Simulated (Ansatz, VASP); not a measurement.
## Ru: VASP beside Ansatz

```xyz
2
Lattice="2.7023 0.0000 0.0000 -1.3512 2.3403 0.0000 0.0000 0.0000 4.2660" Properties=species:S:1:pos:R:3 pbc="T T T"
Ru    0.0000    1.5602    1.0665
Ru    1.3512    0.7801    3.1995
```

Alike in both runs: task single point; functional r2SCAN; k mesh 15 × 15 × 8; occupations gaussian, width 0.1 eV; no spin polarisation.

```csv
,VASP,Ansatz
version,VASP 6.6.1,Ansatz 0.2.0
potentials or method,"VASP PAW PBE potentials, release 64 (Ru_pv), cutoff 520 eV","scalar-relativistic, plane waves, PAW"
valence electrons in the cell,28,32
```

|  | VASP | Ansatz | Ansatz less VASP |
| --- | --- | --- | --- |
| gap on the k mesh at the Fermi level (eV) | none | none | - |
| pressure (GPa) | 1.5 | 0.0 | -1.54 |
| traceless stress, the component that is largest in VASP (GPa) | 0.01 | -0.10 | -0.114 |

VASP's potentials were made for PBE, not for r2SCAN. A gap of «none» marks a metal or a gap that the smearing closes. VASP's potentials hold 28 valence electrons a cell and Ansatz's 32, so a difference there can come from the potentials and not from the codes.
